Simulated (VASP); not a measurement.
Wanted: the native input for a VASP 6.6.1 run.

```
Task                   : single point
Functional             : PBE
Potentials or basis    : VASP PAW PBE potentials, release 64 (Ti_sv)
Cutoff                 : 520 eV
k mesh                 : 8 × 8 × 11
Occupations            : fermi-dirac, width 0.1 eV
Spin                   : no spin polarisation
Dipole correction      : no
Further INCAR settings : ALGO = Normal; EDIFF = 1e-07; NBANDS = 25
```

The structure of Ti lies in POSCAR:

```
Ti
1.0
    4.4002975986      0.0000000000      0.0000000000
   -2.2001487993      3.8107695046      0.0000000000
    0.0000000000      0.0000000000      2.7313095768
Ti
3
Direct
    0.0000000000      0.0000000000      0.0000000000
    0.3333333333      0.6666666667      0.5000000000
    0.6666666667      0.3333333333      0.5000000000
```

The input as run:

INCAR

```
ALGO = Normal
EDIFF = 1E-7
ENCUT = 520
GGA = PE
ISIF = 2
ISMEAR = -1
LASPH = True
LCHARG = False
LREAL = False
LWAVE = False
NBANDS = 25
NELM = 80
PREC = Accurate
SIGMA = 0.1
```

KPOINTS

```
k-points
0
Gamma
  8 8 11
```

Potentials or basis: VASP PAW PBE potentials, release 64 (Ti_sv).

Run with:

```bash
$ cat potpaw_PBE.64/Ti_sv/POTCAR > POTCAR
$ mpirun -np 1 vasp_std > vasp.out
```

It gave:

```json
{
 "Pressure": "15.6 GPa",
 "Band gap on the k mesh": "zero (band 18 reaches 9.93 eV, above the bottom of band 19 at 9.52 eV)"
}
```

Wall time 36 s on 1 thread of Intel(R) Xeon(R) 6975P-C (Granite Rapids), on a shared host, peak memory 0.19 GiB.
